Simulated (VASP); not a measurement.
A run of VASP 6.6.1 is set up as follows.

Contents of INCAR:

```
SYSTEM = VH2
PREC = Accurate ; ENCUT = 520
EDIFF = 1E-6 ; ISMEAR = -1
SIGMA = 0.05 ; LREAL = .False.
LASPH = .True. ; NELM = 150
ALGO = Normal ; ISIF = 2
LWAVE = .False. ; LCHARG = .False.
ISPIN = 2 ; MAGMOM = 1.5 0 0
LORBIT = 11 ; LMAXMIX = 4
NBANDS = 18
```

File KPOINTS:

```
Automatic mesh
0
Gamma
  15 15 15
  0 0 0
```

Contents of POSCAR:

```
VH2
1.0
    0.0000000000      1.7496605734      1.7496605734
    1.7496605734      0.0000000000      1.7496605734
    1.7496605734      1.7496605734      0.0000000000
V H
1 2
Direct
    0.0000000000      0.0000000000      0.0000000000
    0.2500000000      0.2500000000      0.2500000000
    0.7500000000      0.7500000000      0.7500000000
```

Potentials or basis: VASP PAW LDA potentials, release 64 (V_sv, H).

Run with:

```console
$ cat potpaw_LDA.64/V_sv/POTCAR potpaw_LDA.64/H/POTCAR > POTCAR
$ mpirun -np 1 vasp_std > vasp.out
```

**Question.** Predict the net moment.

**Answer.** 0.00 μB per cell.

**Question.** What does it give for the pressure?

**Answer.** 273.1 GPa.

Caveat: the cell stands under pressure.
